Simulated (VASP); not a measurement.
# P: electric field gradients with PBE

Crystal: P.

```
CELL_PARAMETERS angstrom
0.00000 2.65665 2.65665
2.65665 0.00000 2.65665
2.65665 2.65665 0.00000
ATOMIC_POSITIONS crystal
P 0.71750 0.92750 0.92750
P 0.28250 0.07250 0.07250
```

This cell differs from its parent crystal: shortest bond scaled by 0.58.

| Item | Value |
| --- | --- |
| Program | VASP 6.6.1 |
| Task | electric field gradients |
| Functional | PBE |
| Potentials or basis | VASP PAW PBE potentials, release 64 (P) |
| Cutoff | 520 eV |
| k mesh | 10 × 10 × 10 |
| Occupations | fermi-dirac, width 0.05 eV |
| Spin | no spin polarisation |
| Dipole correction | no |
| Further INCAR settings | ALGO = Normal; EDIFF = 1e-08; NBANDS = 12 |

* Pressure: 160.3 GPa
* Largest force: 81.018 eV/Å
* Band gap on the k mesh: zero (bands 5 and 6 overlap by 1.20 eV)
* Largest electric field gradient by atom: P -229.2 V/Å²

Forces on the atoms (eV/Å):
```
P   -46.776  46.776  46.776
P    46.776 -46.776 -46.776
```

Stress tensor (GPa, compression positive):
```
 160.34 -156.30 -156.30
-156.30  160.34  156.30
-156.30  156.30  160.34
```

Levels at points of the mesh, in eV from the Fermi level:
```csv
k point,band 3,band 4,band 5,band 6,band 7,band 8
"(0.00, 0.00, 0.00)",-4.46,-4.46,-2.89,0.79,0.79,5.18
"(0.50, 0.00, 0.00)",-5.36,-5.36,0.72,2.78,3.09,3.09
"(0.00, 0.50, 0.00)",-4.69,-4.63,-4.24,-0.42,4.90,5.13
"(0.50, 0.50, 0.00)",-6.23,-5.31,-4.11,0.43,4.68,6.68
```

Electric field gradients, principal values (V/Å²):
| atom | least | middle | greatest (by size) |
| --- | --- | --- | --- |
| 1 P | 114.618 | 114.619 | -229.237 |
| 2 P | 114.618 | 114.619 | -229.237 |

It took 79 s on 1 thread of AMD EPYC 7R13, with other jobs on the host, peak memory 0.14 GiB.

Caveat: the cell differs from its parent crystal (shortest bond scaled by 0.58); atoms lie so close that the PAW spheres overlap strongly, which falsifies energies and pressures; the cell stands under pressure; without QUAD_EFG the Cq values of the log hold for a quadrupole moment of 1 mb, not for the nuclei; forces of over 1 eV/Å act on the atoms, so gaps and moduli don't describe the material at rest.
